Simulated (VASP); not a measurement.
# BN in VASP: a series of runs, part 2 of 2

VASP 6.6.1.

## (4) Single point, PBE (atom 1 (B) moved by (-0.300, -0.300) A along x and y)

INCAR reads:

```
PREC     = Accurate       # precision mode
ENCUT    = 520            # plane-wave cutoff, eV
EDIFF    = 1E-6           # SCF threshold, eV
ISMEAR   = 0              # smearing method
SIGMA    = 0.05           # smearing width, eV
LREAL    = F              # projectors in reciprocal space
LASPH    = T              # aspherical terms in the spheres
NELM     = 80             # most SCF steps
ALGO     = Normal         # electronic algorithm
ISIF     = 2              # what is computed and relaxed
LWAVE    = F              # write WAVECAR
LCHARG   = F              # write CHGCAR
GGA      = PE             # functional
NBANDS   = 16             # bands
```

KPOINTS reads:

```
regular mesh
0
Gamma
  12 12 4
```

POSCAR reads:

```
BN
1.0
    2.5039917043      0.0000000000      0.0000000000
   -1.2519958522      2.1685204268      0.0000000000
    0.0000000000      0.0000000000      6.6612000000
B N
2 2
Direct
    0.1443530424      0.5283234921      0.2500000000
    0.6666666667      0.3333333333      0.7500000000
    0.3333333333      0.6666666667      0.7500000000
    0.6666666667      0.3333333333      0.2500000000
```

Potentials or basis: VASP PAW PBE potentials, release 64 (B, N).

Launch:

```bash
cat potpaw_PBE.64/B/POTCAR potpaw_PBE.64/N/POTCAR > POTCAR
mpirun -np 1 vasp_std > vasp.out
```

OUTCAR:

```text
PREC = Accurate
   ENCUT = 520
   EDIFF = 1E-6
   ISMEAR = 0
   LREAL = F
   LASPH = T
   NELM = 80
   ISIF = 2
   GGA = PE

 ion  position               nearest neighbor table
   1  0.144  0.528  0.250-   4 1.04   4 1.61   4 1.77
   2  0.667  0.333  0.750-   3 1.45   3 1.45   3 1.45
   3  0.333  0.667  0.750-   2 1.45   2 1.45   2 1.45
   4  0.667  0.333  0.250-   1 1.04   1 1.61   1 1.77

  LATTYP: Found a hexagonal cell.
 ALAT       =     2.5039917043
 C/A-ratio  =     2.6602324555

  Lattice vectors:

 A1 = (   2.5039917043,   0.0000000000,   0.0000000000)
 A2 = (  -1.2519958522,   2.1685204268,   0.0000000000)
 A3 = (   0.0000000000,   0.0000000000,   6.6612000000)

Analysis of symmetry for initial positions (statically):
=====================================================================
 Subroutine PRICEL returns:
 Original cell was already a primitive cell.

 Routine SETGRP: Setting up the symmetry group for a
 hexagonal supercell.

 Subroutine GETGRP returns: Found  2 space group operations
 (whereof  1 operations were pure point group operations)
 out of a pool of 24 trial point group operations.

The static configuration has the point symmetry C_1 .
 The point group associated with its full space group is C_1h.

Analysis of symmetry for dynamics (positions and initial velocities):
=====================================================================
 Subroutine PRICEL returns:
 Original cell was already a primitive cell.

 Routine SETGRP: Setting up the symmetry group for a
 hexagonal supercell.

 Subroutine GETGRP returns: Found  2 space group operations
 (whereof  1 operations were pure point group operations)
 out of a pool of 24 trial point group operations.

The dynamic configuration has the point symmetry C_1 .
 The point group associated with its full space group is C_1h.

 Subroutine INISYM returns: Found  2 space group operations
 (whereof  1 operations are pure point group operations),
 and found     1 'primitive' translations

[... 119 lines left out ...]
  volume/ion in A,a.u.               =       9.04        61.02
  Fermi-wavevector in a.u.,A,eV,Ry     =   1.247379  2.357205 21.170055  1.555955
  Thomas-Fermi vector in A             =   2.381514
   LORBIT       =      0    0 simple, 1 ext, 2 COOP (PROOUT), +10 PAW based schemes
   GGA     = PE    functional components
   LHFCALC =     F    Hartree Fock is set to
   AEXX    =    0.0000 exact exchange contribution
   IVDW    =     0    specifies the selected vdW correction
   LEPSILON=     F    determine dielectric tensor
   LRPA    =     F    only Hartree local field effects (RPA)
 non-spin polarized calculation
 Gauss-broadening in eV      SIGMA  =   0.05
  energy-cutoff  :      520.00
  volume of cell :       36.17
 maximum number of plane-waves:       992
   NGX =  9   NGY =  9   NGZ = 25

 number of electron      15.9999998 magnetization

 Free energy of the ion-electron system (eV)
  ---------------------------------------------------
  ext. energy  EPLUGINS =         0.00000000
  ---------------------------------------------------
  free energy    TOTEN  =       -29.27509866 eV

  energy without entropy =      -29.27509866  energy(sigma->0) =      -29.27509866

 E-fermi :   3.8157     XC(G=0):  -9.9616

 val. band max:        3.5908518770   @ k =   0.0000   0.0000   0.5000
 cond. band min:       6.5008169188   @ k =   0.5000   0.0000   0.5000
 fundamental gap:      2.9099650418
 Fermi energy:         3.8157347426

 k-point     1 :       0.0000    0.0000    0.0000
  band No.  band energies     occupation
      1     -15.6828      2.00000
      2     -15.2913      2.00000
      3      -4.2352      2.00000
      4      -2.6137      2.00000
      5      -2.2440      2.00000
      6       0.7134      2.00000
[... 433 lines left out ...]
      3      -3.7228      2.00000
      4      -3.0796      2.00000
      5      -2.2535      2.00000
      6      -1.2216      2.00000
[... 8 lines left out ...]
     15      16.9501      0.00000
     16      17.6096      0.00000

 [... further k-points ...]

------------------------ aborting loop because EDIFF is reached ----------------------------------------

  FORCE on cell =-STRESS in cart. coord.  units (eV):
  Direction    XX          YY          ZZ          XY          YZ          ZX
  --------------------------------------------------------------------------------------
  -------------------------------------------------------------------------------------
  Total       28.9403281      7.3209202      0.5489324     13.0475434      0.0000000      0.0000000
  in kB     1281.9324946    324.2853855     24.3153518    577.9502506      0.0000000      0.0000000
  external PRESSURE =     543.5110773 kB  Pullay stress =       0.0000000 kB

 VOLUME and BASIS-vectors are now :
 -----------------------------------------------------------------------------
  energy-cutoff  :      520.00
  volume of cell :       36.17
      direct lattice vectors                 reciprocal lattice vectors
     2.503991704  0.000000000  0.000000000     0.399362345  0.230571958  0.000000000
    -1.251995852  2.168520427  0.000000000     0.000000000  0.461143915  0.000000000
     0.000000000  0.000000000  6.661200000     0.000000000  0.000000000  0.150123101

 POSITION                                       TOTAL-FORCE (eV/Angst)
 -----------------------------------------------------------------------------------
     -0.30000      1.14568      1.66530        36.529397     16.856240      0.000000
      1.25200      0.72284      4.99590        -0.002190     -0.001013      0.000000
     -0.00000      1.44568      4.99590         0.008749      0.000029      0.000000
      1.25200      0.72284      1.66530       -36.535956    -16.855256      0.000000
 -----------------------------------------------------------------------------------
    total drift:                                0.000163      0.000042     -0.000000

  FREE ENERGIE OF THE ION-ELECTRON SYSTEM (eV)
  ---------------------------------------------------
  free  energy   TOTEN  =       -29.2750986594 eV

  energy  without entropy=      -29.2750986594  energy(sigma->0) =      -29.27509866
```

OSZICAR:

```text
N       E                     dE             d eps       ncg     rms          rms(c)
DAV:   1     0.560377437423E+02    0.56038E+02   -0.80767E+03  7160   0.921E+02
DAV:   2    -0.317452762388E+02   -0.87783E+02   -0.80536E+02  9776   0.229E+02
DAV:   3    -0.351730308655E+02   -0.34278E+01   -0.34167E+01  8776   0.452E+01
DAV:   4    -0.351934532497E+02   -0.20422E-01   -0.20420E-01  9248   0.395E+00
DAV:   5    -0.351936261209E+02   -0.17287E-03   -0.17287E-03  8872   0.338E-01    0.142E+01
DAV:   6    -0.298994809221E+02    0.52941E+01   -0.76578E+00  9336   0.224E+01    0.608E+00
DAV:   7    -0.293640741055E+02    0.53541E+00   -0.10965E+00  9424   0.810E+00    0.341E+00
DAV:   8    -0.292736579565E+02    0.90416E-01   -0.20819E-01  9400   0.367E+00    0.652E-01
DAV:   9    -0.292744515575E+02   -0.79360E-03   -0.23099E-02  8112   0.126E+00    0.261E-01
DAV:  10    -0.292748203236E+02   -0.36877E-03   -0.14682E-03  8432   0.325E-01    0.990E-02
DAV:  11    -0.292750747773E+02   -0.25445E-03   -0.35952E-04  8872   0.167E-01    0.478E-02
DAV:  12    -0.292750951184E+02   -0.20341E-04   -0.59096E-05  9576   0.642E-02    0.128E-02
DAV:  13    -0.292750984061E+02   -0.32877E-05   -0.61232E-06  8936   0.188E-02    0.461E-03
DAV:  14    -0.292750986594E+02   -0.25325E-06   -0.81267E-07  8376   0.757E-03
   1 F= -.29275099E+02 E0= -.29275099E+02  d E =-.317557E-12
```

It took 88 s on 1 thread of Intel Xeon Platinum 8559C (Emerald Rapids), shared host; peak memory 0.22 GiB.

What came out:

| Quantity | Value |
| --- | --- |
| Free energy | -29.2751 eV |
| Pressure | 54.4 GPa |
| Largest force | 40.236 eV/Å |
| Band gap on the k mesh | 2.91 eV (least direct gap 3.83 eV) |

Forces on the atoms (eV/Å):
```
B    36.529  16.856   0.000
B    -0.002  -0.001   0.000
N     0.009   0.000   0.000
N   -36.536 -16.855   0.000
```

Caveat: the cell differs from its parent crystal (atom 1 (B) moved by (-0.300, -0.300) A along x and y); atoms lie so close that the PAW spheres overlap strongly, which falsifies energies and pressures; the stress differs along the axes, from 2 to 128 GPa; this functional lacks dispersion, which binds layers or chains, so the pressure and a relaxed spacing across them are unreliable; forces of over 1 eV/Å act on the atoms, so gaps and moduli don't describe the material at rest. A k mesh can miss the band edges.

## (5) Summary

```csv
cell,gap on the mesh (eV),pressure (GPa),largest force (eV/Å)
"as given, atomic positions A",2.05,15.0,6.41
"as given, atomic positions B",2.37,27.5,22.07
"as given, atomic positions C",2.91,54.4,40.24
```

Alike in all rows: task single point; level PBE; potentials or basis VASP PAW PBE potentials, release 64 (B, N); no spin polarisation; k mesh 12 × 12 × 4; cutoff (eV) 520; smearing gaussian 0.05 eV.

Caveats: this functional lacks dispersion, which binds layers or chains, so the pressure and a relaxed spacing across them are unreliable; forces of over 1 eV/Å act on the atoms, so gaps and moduli don't describe the material at rest; the stress differs along the axes, from 3 to 34 GPa (at least some runs); the stress differs along the axes, from 1 to 78 GPa (at least some runs); atoms lie so close that the PAW spheres overlap strongly, which falsifies energies and pressures (at least some runs); the stress differs along the axes, from 2 to 128 GPa (at least some runs).

Absolute energies hang on the potentials; compare differences alone.
